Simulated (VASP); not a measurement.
Write the native input for VASP 6.6.1 that does the following.

```
Task                   : single point
Functional             : PBEsol
Potentials or basis    : VASP PAW PBE potentials, release 64 (Hf_pv, N)
Cutoff                 : 520 eV
k mesh                 : 14 × 14 × 10
Occupations            : gaussian, width 0.15 eV
Spin                   : no spin polarisation
Dipole correction      : no
Further INCAR settings : ALGO = Normal; EDIFF = 1e-07; NBANDS = 23
```

The structure of HfN lies in POSCAR:

```
HfN
1.0
    0.0000000000     -2.2508000098     -2.2508000098
    0.0000000000      2.2508000098     -2.2508000098
    4.5016000196      0.0000000000      0.0000000000
Hf N
2 2
Direct
    0.5101229892      0.4898770108      0.5000000000
   -0.0101229892      0.0101229892      0.0000000000
    0.5097065320      0.4902934680      0.0000000000
   -0.0097065320      0.0097065320      0.5000000000
```

This cell differs from its parent crystal: mode 4 frozen in at -0.043 Å and mode 11 at -0.067 Å (largest displacements).

The input as run:

INCAR

```
PREC     = Accurate       # precision mode
ENCUT    = 520            # plane-wave cutoff, eV
EDIFF    = 1E-7           # SCF threshold, eV
ISMEAR   = 0              # smearing method
SIGMA    = 0.15           # smearing width, eV
LREAL    = F              # projectors in reciprocal space
LASPH    = T              # aspherical terms in the spheres
NELM     = 100            # most SCF steps
ALGO     = Normal         # electronic algorithm
ISIF     = 2              # what is computed and relaxed
LWAVE    = F              # write WAVECAR
LCHARG   = F              # write CHGCAR
GGA      = PS             # functional
NBANDS   = 23             # bands
```

KPOINTS

```
regular mesh
0
Gamma
  14 14 10
```

Potentials or basis: VASP PAW PBE potentials, release 64 (Hf_pv, N).

Command:

```console
$ cat potpaw_PBE.64/Hf_pv/POTCAR potpaw_PBE.64/N/POTCAR > POTCAR
$ mpirun -np 1 vasp_std > vasp.out
```

It gave:

```
Pressure               : -0.9 GPa
Largest force          : 1.106 eV/Å
Band gap on the k mesh : zero (band 15 reaches 11.64 eV, above the bottom of band 16 at 4.87 eV)
```

Caveat: the cell differs from its parent crystal (mode 4 frozen in at -0.043 Å and mode 11 at -0.067 Å (largest displacements)); the PAW data sets were made with another functional, which shifts forces and pressure a little; spin-orbit coupling is left out, which moves the levels of the heavy elements.

It took 3 min on 1 thread of Intel Xeon 6975P-C (shared host), peak memory 0.4 GiB.
